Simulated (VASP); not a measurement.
# Yb (Im-3m) in VASP: notebook

The runs below take Yb through single point, with PBEsol.

All numbers are computed with VASP 6.6.1; they aren't measurements. Logs are shortened: lines on timing, memory, paths and dates and some standing lists are left out, and cuts for length are marked.

## Step 1: The cell of the first run

The structure is cubic, space group Im-3m (No. 229). Conventional cell: a = 4.303 Å, b = 4.303 Å, c = 4.303 Å, α = 90.00°, β = 90.00°, γ = 90.00°. Yb (site symmetry m-3m) has 14 Yb at 3.73 to 4.30 Å within 4.9 Å.

This isn't the form of Yb at room conditions, which is fcc.

## Step 2: Single point, PBEsol, collinear spin, ferromagnetic start

Contents of INCAR:

```
SYSTEM = Yb
PREC = Accurate
ENCUT = 520
EDIFF = 1E-6
ISMEAR = -1
SIGMA = 0.05
LREAL = .FALSE.
LASPH = .TRUE.
NELM = 150
ALGO = Normal
ISIF = 2
LWAVE = .FALSE.
LCHARG = .TRUE.
ISPIN = 2
MAGMOM = 1.2
LORBIT = 11
NUPDOWN = 1.2
LMAXMIX = 6
GGA = PS
LELF = .TRUE.
LVHAR = .TRUE.
NBANDS = 22
```

Contents of KPOINTS:

```
Automatic mesh
0
G
  7 7 7
  0 0 0
```

Contents of POSCAR:

```
Yb
1.0
   -2.1514830000      2.1514830000      2.1514830000
    2.1514830000     -2.1514830000      2.1514830000
    2.1514830000      2.1514830000     -2.1514830000
Yb
1
Direct
    0.0000000000      0.0000000000      0.0000000000
```

Potentials or basis: VASP PAW PBE potentials, release 64 (Yb).

Run with:

```sh
cat potpaw_PBE.64/Yb/POTCAR > POTCAR
mpirun -np 1 vasp_std > vasp.out
```

OUTCAR:

```text
SYSTEM = Yb
   PREC = Accurate
   ENCUT = 520
   EDIFF = 1E-6
   ISMEAR = -1
   LREAL = .FALSE.
   LASPH = .TRUE.
   NELM = 150
   ISIF = 2
   ISPIN = 2
   LORBIT = 11
   NUPDOWN = 1.2
   GGA = PS

 ion  position               nearest neighbor table
   1  0.000  0.000  0.000-

  LATTYP: Found a body centered cubic cell.
 ALAT       =     4.3029660000

  Lattice vectors:

 A1 = (  -2.1514830000,   2.1514830000,   2.1514830000)
 A2 = (   2.1514830000,  -2.1514830000,   2.1514830000)
 A3 = (   2.1514830000,   2.1514830000,  -2.1514830000)

Analysis of symmetry for initial positions (statically):
=====================================================================
 Subroutine PRICEL returns:
 Original cell was already a primitive cell.

 Routine SETGRP: Setting up the symmetry group for a
 body centered cubic supercell.

 Subroutine GETGRP returns: Found 48 space group operations
 (whereof 48 operations were pure point group operations)
 out of a pool of 48 trial point group operations.

The static configuration has the point symmetry O_h .

Analysis of symmetry for dynamics (positions and initial velocities):
=====================================================================
 Subroutine PRICEL returns:
 Original cell was already a primitive cell.

 Routine SETGRP: Setting up the symmetry group for a
 body centered cubic supercell.

 Subroutine GETGRP returns: Found 48 space group operations
 (whereof 48 operations were pure point group operations)
 out of a pool of 48 trial point group operations.

The dynamic configuration has the point symmetry O_h .

Analysis of structural, dynamic, and magnetic symmetry:
=====================================================================
 Subroutine PRICEL returns:
 Original cell was already a primitive cell.

 Routine SETGRP: Setting up the symmetry group for a
 body centered cubic supercell.

 Subroutine GETGRP returns: Found 48 space group operations
 (whereof 48 operations were pure point group operations)
 out of a pool of 48 trial point group operations.

The overall configuration has the point symmetry O_h .

 Subroutine INISYM returns: Found 48 space group operations
 (whereof 48 operations are pure point group operations),
 and found     1 'primitive' translations

----------------------------------------------------------------------------------------
[... 96 lines left out ...]
   PSTRESS=    0.0 pullay stress
   NELECT =      24.0000    total number of electrons
   NUPDOWN=       1.2000    fix difference up-down
   EMIN   =  10.00;   EMAX   =-10.00  energy-range for DOS
   EFERMI =   0.00;   METHOD = LEGACY
   ISMEAR =    -1;   SIGMA  =   0.05  broadening in eV -4-tet -1-fermi 0-gaus
   EFERMI_NEDOS =   21; number of points for ismear=-14 and -15
   IALGO  =     38    algorithm
   IMIX   =      4    mixing-type and parameters
     AMIX     =   0.40;   BMIX     =  1.00
     AMIX_MAG =   1.60;   BMIX_MAG =  1.00
  volume/ion in A,a.u.               =      39.84       268.83
  Fermi-wavevector in a.u.,A,eV,Ry     =   1.382677  2.612880 26.011550  1.911795
  Thomas-Fermi vector in A             =   2.507346
   LORBIT       =     11    0 simple, 1 ext, 2 COOP (PROOUT), +10 PAW based schemes
   GGA     = PS    functional components
   LHFCALC =     F    Hartree Fock is set to
   AEXX    =    0.0000 exact exchange contribution
   IVDW    =     0    specifies the selected vdW correction
   LEPSILON=     F    determine dielectric tensor
   LRPA    =     F    only Hartree local field effects (RPA)
 spin polarized calculation
  energy-cutoff  :      520.00
  volume of cell :       39.84
 maximum number of plane-waves:      1085
   NGX = 13   NGY = 13   NGZ = 13

 number of electron      24.0000000 magnetization       1.2000000

 Free energy of the ion-electron system (eV)
  ---------------------------------------------------
  ext. energy  EPLUGINS =         0.00000000
  ---------------------------------------------------
  free energy    TOTEN  =        -3.54470511 eV

  energy without entropy =       -3.48396704  energy(sigma->0) =       -3.51433607

 E-fermi :   0.4580     XC(G=0):  -9.1035

 val. band max:        1.2446445330   @ k =   0.4286   0.0000   0.0000
 cond. band min:       0.5751421615   @ k =   0.2857   0.1429   0.1429
 fundamental gap:     -0.6695023715
 Fermi energy:         1.4510039989

 spin component 1

 k-point     1 :       0.0000    0.0000    0.0000
  band No.  band energies     occupation
      1     -51.1972      1.00000
      2     -23.3586      1.00000
      3     -23.3586      1.00000
      4     -23.3586      1.00000
      5      -4.2001      1.00000
      6      -0.0092      1.00000
[... 489 lines left out ...]
     21      14.6911      0.00000
     22      14.9247      0.00000
 Fermi energy:         0.4579642391

 spin component 2

 k-point     1 :       0.0000    0.0000    0.0000
  band No.  band energies     occupation
      1     -50.9898      1.00000
      2     -23.1430      1.00000
      3     -23.1430      1.00000
      4     -23.1430      1.00000
      5      -3.3155      1.00000
      6       0.2295      0.98974
[... 489 lines left out ...]
     21      15.3533      0.00000
     22      15.5383      0.00000

------------------------ aborting loop because EDIFF is reached ----------------------------------------

  FORCE on cell =-STRESS in cart. coord.  units (eV):
  Direction    XX          YY          ZZ          XY          YZ          ZX
  --------------------------------------------------------------------------------------
  -------------------------------------------------------------------------------------
  Total       -0.7958413     -0.7958413     -0.7958413      0.0000000     -0.0000000      0.0000000
  in kB      -32.0083510    -32.0083510    -32.0083510      0.0000000     -0.0000000      0.0000000
  external PRESSURE =     -32.0083510 kB  Pullay stress =       0.0000000 kB

 VOLUME and BASIS-vectors are now :
 -----------------------------------------------------------------------------
  energy-cutoff  :      520.00
  volume of cell :       39.84
      direct lattice vectors                 reciprocal lattice vectors
    -2.151483000  2.151483000  2.151483000     0.000000000  0.232397839  0.232397839
     2.151483000 -2.151483000  2.151483000     0.232397839  0.000000000  0.232397839
     2.151483000  2.151483000 -2.151483000     0.232397839  0.232397839  0.000000000

 POSITION                                       TOTAL-FORCE (eV/Angst)
 -----------------------------------------------------------------------------------
      0.00000      0.00000      0.00000         0.000000     -0.000000      0.000000
 -----------------------------------------------------------------------------------
    total drift:                               -0.000000     -0.000000     -0.000000

  FREE ENERGIE OF THE ION-ELECTRON SYSTEM (eV)
  ---------------------------------------------------
  free  energy   TOTEN  =        -3.5447051118 eV

  energy  without entropy=       -3.4839670366  energy(sigma->0) =       -3.51433607

 total charge

# of ion       s       p       d       f       tot
--------------------------------------------------
    1        2.199   5.990   0.262  13.546  21.998

 magnetization (x)

# of ion       s       p       d       f       tot
--------------------------------------------------
    1        0.015   0.087   0.169   0.267   0.539
```

stdout:

```text
POSCAR found type information on POSCAR Yb
 POSCAR found :  1 types and       1 ions
 scaLAPACK will be used
 -----------------------------------------------------------------------------
|                                                                             |
|                                                                             |
|     You enforced a specific xc type in the INCAR file but a different       |
|     I HOPE YOU KNOW WHAT YOU ARE DOING!                                     |
|                                                                             |
 -----------------------------------------------------------------------------

 LDA part: xc-table for (Slater+PW92), standard interpolation
 POSCAR, INCAR and KPOINTS ok, starting setup
 FFT: planning ... GRIDC
 FFT: planning ... GRID_SOFT
 FFT: planning ... GRID
 WAVECAR not read
 entering main loop
```

Wall time 92 s (1 thread of Intel Xeon 8259CL, shared host); peak memory 0.19 GiB.

What came out:

```
Free energy                                           : -3.5447 eV
Pressure                                              : -3.2 GPa
Net moment                                            : 1.20 μB per cell
Site moments                                          : Yb +0.54 μB
Valence electrons inside the program's atomic spheres : Yb 22.00
```

Caveat: the cell stands under tension; the PAW data sets were made with another functional, which shifts forces and pressure a little; spin-orbit coupling is left out, which moves the levels of the heavy elements; the total moment is fixed, so each spin has its own Fermi level. The state reached can hang on the start; a lower one may exist.

## Step 3: Single point, PBEsol, collinear spin, ferromagnetic start

Contents of INCAR:

```
SYSTEM = Yb
PREC = Accurate ; ENCUT = 520
EDIFF = 1E-6 ; ISMEAR = -1
SIGMA = 0.05 ; LREAL = .False.
LASPH = .True. ; NELM = 150
ALGO = Normal ; ISIF = 2
LWAVE = .False. ; LCHARG = .True.
ISPIN = 2 ; MAGMOM = 1.5
LORBIT = 11 ; NUPDOWN = 1.5
LMAXMIX = 6 ; GGA = PS
LELF = .True. ; LVHAR = .True.
NBANDS = 22
```

Contents of KPOINTS:

```
regular mesh
0
Gamma
  7 7 7
  0 0 0
```

POSCAR is that of step 2.

Potentials or basis: VASP PAW PBE potentials, release 64 (Yb).

Run with:

```sh
cat potpaw_PBE.64/Yb/POTCAR > POTCAR
mpirun -np 1 vasp_std > vasp.out
```

It took 2.7 min on 1 thread of Intel Xeon 8259CL, shared host; peak memory 0.2 GiB.

Results (log left out):

```yaml
Free_energy: -3.3805 eV
Pressure: -4.3 GPa
Net_moment: 1.50 μB per cell
Site_moments: Yb +0.67 μB
Valence_electrons_inside_the_program's_atomic_spheres: Yb 21.99
```

Caveat: the cell stands under tension; the PAW data sets were made with another functional, which shifts forces and pressure a little; spin-orbit coupling is left out, which moves the levels of the heavy elements; the total moment is fixed, so each spin has its own Fermi level. The state reached can hang on the start; a lower one may exist.
